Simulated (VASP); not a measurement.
Wanted: the native input for a VASP 6.6.1 run.

| Property | Result |
| --- | --- |
| Task | single point |
| Functional | PBE |
| Potentials or basis | VASP PAW PBE potentials, release 64 (Mg) |
| Cutoff | 520 eV |
| k mesh | 11 × 11 × 11 |
| Occupations | fermi-dirac, width 0.05 eV |
| Spin | no spin polarisation |
| Dipole correction | no |
| Further INCAR settings | ALGO = Fast; EDIFF = 1e-07; NBANDS = 7 |

The structure of Mg lies in POSCAR:

```
Mg
1.0
   -1.7681140000      1.7577310000      1.7471990000
    1.7624760000     -1.7896230000      1.7734530000
    1.7873860000      1.8088950000     -1.7790900000
Mg
1
Direct
   -0.0142060000     -0.0107230000     -0.0211460000
```

This cell differs from its parent crystal: the cell strained at random.

These files were run (other wordings do the same):

INCAR

```
PREC = Accurate
ENCUT = 520
EDIFF = 1E-7
ISMEAR = -1
SIGMA = 0.05
LREAL = F
LASPH = T
NELM = 80
ALGO = Fast
ISIF = 2
LWAVE = F
LCHARG = F
GGA = PE
NBANDS = 7
```

KPOINTS

```
regular mesh
0
Gamma
  11 11 11
```

Potentials or basis: VASP PAW PBE potentials, release 64 (Mg).

Command:

```sh
$ cat potpaw_PBE.64/Mg/POTCAR > POTCAR
$ mpirun -np 1 vasp_std > vasp.out
```

Results of the run:

```
Pressure               : 0.8 GPa
Band gap on the k mesh : zero (band 1 reaches 5.21 eV, above the bottom of band 2 at 1.92 eV)
```

Caveat: the cell differs from its parent crystal (the cell strained at random).

Wall time 39 s on 1 thread of Intel(R) Xeon(R) Platinum 8259CL CPU @ 2.50GHz (Skylake/Cascade Lake), with other jobs on the host, peak memory 0.22 GiB.
